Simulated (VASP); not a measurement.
Set up this calculation in VASP 6.6.1, as the native input.

```
Task                   : single point
Functional             : r2SCAN
Potentials or basis    : VASP PAW PBE potentials, release 64 (K_sv, I)
Cutoff                 : 550 eV
k mesh                 : 6 × 6 × 6
Occupations            : gaussian, width 0.01 eV
Spin                   : no spin polarisation
Dipole correction      : no
Further INCAR settings : ALGO = Normal; EDIFF = 1e-06; NBANDS = 15
```

KI:

```
K I
1.0
     0.00000    3.48503    3.48503
     3.48503    0.00000    3.48503
     3.48503    3.48503    0.00000
K I
1 1
Direct
  0.00000 0.00000 0.00000
  0.50000 0.50000 0.50000
```

These files were run (other wordings do the same):

POSCAR

```
KI
1.0
    0.0000000000      3.4850289444      3.4850289444
    3.4850289444      0.0000000000      3.4850289444
    3.4850289444      3.4850289444      0.0000000000
K I
1 1
Direct
    0.0000000000      0.0000000000      0.0000000000
    0.5000000000      0.5000000000      0.5000000000
```

INCAR.step1

```
PREC = Accurate
ENCUT = 550
ISMEAR = 0
SIGMA = 0.01
LREAL = False
LASPH = True
NELM = 120
NBANDS = 15
GGA = PE
ALGO = Normal
EDIFF = 1E-5
LWAVE = True
LCHARG = False
GGA_COMPAT = False
```

INCAR.step2

```
PREC = Accurate
ENCUT = 550
EDIFF = 1E-6
ISMEAR = 0
SIGMA = 0.01
LREAL = False
LASPH = True
NELM = 120
ALGO = Normal
ISIF = 2
LWAVE = False
LCHARG = True
METAGGA = R2SCAN
LMIXTAU = True
LELF = True
LVHAR = True
NBANDS = 15
ISTART = 1
GGA_COMPAT = False
```

KPOINTS

```
Automatic mesh
0
Gamma
  6 6 6
```

Potentials or basis: VASP PAW PBE potentials, release 64 (K_sv, I).

Run with:

```sh
$ cat potpaw_PBE.64/K_sv/POTCAR potpaw_PBE.64/I/POTCAR > POTCAR
$ cp INCAR.step1 INCAR
$ mpirun -np 1 vasp_std > vasp.out
$ cp INCAR.step2 INCAR
$ mpirun -np 1 vasp_std > vasp.out
```

It gave:

* Pressure: 0.7 GPa
* Band gap on the k mesh: 4.72 eV

Caveat: the PAW data sets were made with another functional, which shifts forces and pressure a little; spin-orbit coupling is left out, which moves the levels of the heavy elements.

Run time: 3.4 min on 1 thread of Intel Xeon 8259CL (shared host), peak memory 0.26 GiB.
